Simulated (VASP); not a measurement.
# TiC (Fm-3m) in VASP: further runs, part 2 of 2

VASP 6.6.1. Earlier steps stand in the parts before.

## Step 3: Electric field gradients, PBE (volume scaled by 0.97)

INCAR

```
SYSTEM = TiC
PREC = Accurate ; ENCUT = 520
EDIFF = 1E-8 ; ISMEAR = -1
SIGMA = 0.03 ; LREAL = .False.
LASPH = .True. ; NELM = 100
ALGO = Normal ; ISIF = 2
LWAVE = .False. ; LCHARG = .False.
GGA = PE ; LEFG = .True.
NBANDS = 15
```

KPOINTS

```
regular mesh
0
Gamma
  16 16 16
  0 0 0
```

POSCAR

```
TiC
1.0
    0.0000000000      2.1421399196      2.1421399196
    2.1421399196      0.0000000000      2.1421399196
    2.1421399196      2.1421399196      0.0000000000
Ti C
1 1
Direct
    0.0000000000      0.0000000000      0.0000000000
    0.5000000000      0.5000000000      0.5000000000
```

Potentials or basis: VASP PAW PBE potentials, release 64 (Ti_sv, C).

Started as:

```console
$ cat potpaw_PBE.64/Ti_sv/POTCAR potpaw_PBE.64/C/POTCAR > POTCAR
$ mpirun -np 1 vasp_std > vasp.out
```

OUTCAR:

```text
SYSTEM = TiC
   PREC = Accurate
   ENCUT = 520
   EDIFF = 1E-8
   ISMEAR = -1
   LREAL = .False.
   LASPH = .True.
   NELM = 100
   ISIF = 2
   GGA = PE

 ion  position               nearest neighbor table
   1  0.000  0.000  0.000-   2 2.14   2 2.14   2 2.14   2 2.14   2 2.14   2 2.14
   2  0.500  0.500  0.500-   1 2.14   1 2.14   1 2.14   1 2.14   1 2.14   1 2.14

  LATTYP: Found a face centered cubic cell.
 ALAT       =     4.2842798392

  Lattice vectors:

 A1 = (   0.0000000000,   2.1421399196,   2.1421399196)
 A2 = (   2.1421399196,   0.0000000000,   2.1421399196)
 A3 = (   2.1421399196,   2.1421399196,   0.0000000000)

Analysis of symmetry for initial positions (statically):
=====================================================================
 Subroutine PRICEL returns:
 Original cell was already a primitive cell.

 Routine SETGRP: Setting up the symmetry group for a
 face centered cubic supercell.

 Subroutine GETGRP returns: Found 48 space group operations
 (whereof 48 operations were pure point group operations)
 out of a pool of 48 trial point group operations.

The static configuration has the point symmetry O_h .

Analysis of symmetry for dynamics (positions and initial velocities):
=====================================================================
 Subroutine PRICEL returns:
 Original cell was already a primitive cell.

 Routine SETGRP: Setting up the symmetry group for a
 face centered cubic supercell.

 Subroutine GETGRP returns: Found 48 space group operations
 (whereof 48 operations were pure point group operations)
 out of a pool of 48 trial point group operations.

[... 576 lines left out ...]
      7       9.7635      1.46433
      8       9.7640      1.45871
      9      10.6245      0.00000
     10      11.2311      0.00000
     11      12.1358      0.00000
     12      12.7349      0.00000
     13      13.6206      0.00000
     14      21.1745      0.00000
     15      24.0777      0.00000

 [... further k-points ...]

------------------------ aborting loop because EDIFF is reached ----------------------------------------

  FORCE on cell =-STRESS in cart. coord.  units (eV):
  Direction    XX          YY          ZZ          XY          YZ          ZX
  --------------------------------------------------------------------------------------
  -------------------------------------------------------------------------------------
  Total        1.1376511      1.1376511      1.1376511      0.0000000      0.0000000     -0.0000000
  in kB       92.7141799     92.7141799     92.7141799      0.0000000      0.0000000     -0.0000000
  external PRESSURE =      92.7141799 kB  Pullay stress =       0.0000000 kB

 VOLUME and BASIS-vectors are now :
 -----------------------------------------------------------------------------
  energy-cutoff  :      520.00
  volume of cell :       19.66
      direct lattice vectors                 reciprocal lattice vectors
     0.000000000  2.142139920  2.142139920    -0.233411457  0.233411457  0.233411457
     2.142139920  0.000000000  2.142139920     0.233411457 -0.233411457  0.233411457
     2.142139920  2.142139920  0.000000000     0.233411457  0.233411457 -0.233411457

 POSITION                                       TOTAL-FORCE (eV/Angst)
 -----------------------------------------------------------------------------------
      0.00000      0.00000      0.00000         0.000000      0.000000      0.000000
      2.14214      2.14214      2.14214        -0.000000     -0.000000     -0.000000
 -----------------------------------------------------------------------------------
    total drift:                                0.000000     -0.000000     -0.000000

  FREE ENERGIE OF THE ION-ELECTRON SYSTEM (eV)
  ---------------------------------------------------
  free  energy   TOTEN  =       -18.6891667855 eV

  energy  without entropy=      -18.6878649445  energy(sigma->0) =      -18.68851586

 Electric field gradients (V/A^2)
---------------------------------------------------------------------
 ion       V_xx      V_yy      V_zz      V_xy      V_xz      V_yz
---------------------------------------------------------------------
   1       0.000     0.000     0.000     0.001     0.001     0.001
   2       0.000     0.000     0.000    -0.000    -0.000    -0.000
---------------------------------------------------------------------

 Electric field gradients after diagonalization (V/A^2)
 (convention: |V_zz| > |V_xx| > |V_yy|)
----------------------------------------------------------------------
 ion       V_xx      V_yy      V_zz     asymmetry (V_yy - V_xx)/ V_zz
----------------------------------------------------------------------
   1      -0.001    -0.001     0.002       0.000
   2       0.000     0.000    -0.000       0.000
----------------------------------------------------------------------

           NMR quadrupolar parameters

 Cq : quadrupolar parameter    Cq=e*Q*V_zz/h
 eta: asymmetry parameters     (V_yy - V_xx)/ V_zz
 Q  : nuclear electric quadrupole moment in mb (millibarn)
----------------------------------------------------------------------
 ion       Cq(MHz)       eta       Q (mb)
----------------------------------------------------------------------
   1       0.000       0.000       1.000
   2      -0.000       0.000       1.000
----------------------------------------------------------------------
```

OSZICAR:

```text
N       E                     dE             d eps       ncg     rms          rms(c)
DAV:   1     0.116954490734E+03    0.11695E+03   -0.79409E+03  4381   0.128E+03
DAV:   2    -0.168339973287E+02   -0.13379E+03   -0.12575E+03  4637   0.334E+02
DAV:   3    -0.239772381105E+02   -0.71432E+01   -0.70242E+01  5605   0.764E+01
DAV:   4    -0.242065434928E+02   -0.22931E+00   -0.22913E+00  5434   0.126E+01
DAV:   5    -0.242122766416E+02   -0.57331E-02   -0.57268E-02  5592   0.171E+00    0.189E+01
DAV:   6    -0.192269801439E+02    0.49853E+01   -0.11526E+01  6205   0.565E+01    0.671E+00
DAV:   7    -0.187132485197E+02    0.51373E+00   -0.19964E+00  5069   0.200E+01    0.516E+00
DAV:   8    -0.186905717625E+02    0.22677E-01   -0.10576E-01  4943   0.372E+00    0.316E+00
DAV:   9    -0.186922949039E+02   -0.17231E-02   -0.77175E-02  5791   0.352E+00    0.789E-01
DAV:  10    -0.186905477877E+02    0.17471E-02   -0.10227E-02  5766   0.139E+00    0.580E-01
DAV:  11    -0.186892180697E+02    0.13297E-02   -0.22886E-03  5050   0.685E-01    0.144E-01
DAV:  12    -0.186891710576E+02    0.47012E-04   -0.24453E-04  5092   0.144E-01    0.332E-02
DAV:  13    -0.186891669870E+02    0.40707E-05   -0.23446E-05  5290   0.378E-02    0.710E-03
DAV:  14    -0.186891668787E+02    0.10832E-06   -0.54047E-07  5356   0.559E-03    0.441E-03
DAV:  15    -0.186891667801E+02    0.98524E-07   -0.17446E-07  5029   0.384E-03    0.119E-03
DAV:  16    -0.186891667855E+02   -0.53071E-08   -0.11808E-08  4392   0.141E-03
   1 F= -.18689167E+02 E0= -.18688516E+02  d E =-.130184E-02
```

Wall time 35 s (1 thread of Intel Xeon Platinum 8259CL at 2.50GHz (Skylake/Cascade Lake), shared host); peak memory 0.17 GiB.

Results:

- Free energy: -18.6892 eV
- Pressure: 9.3 GPa
- Band gap on the k mesh: zero (band 8 reaches 10.51 eV, above the bottom of band 9 at 9.39 eV)

Caveat: without QUAD_EFG the Cq values of the log hold for a quadrupole moment of 1 mb, not for the nuclei.
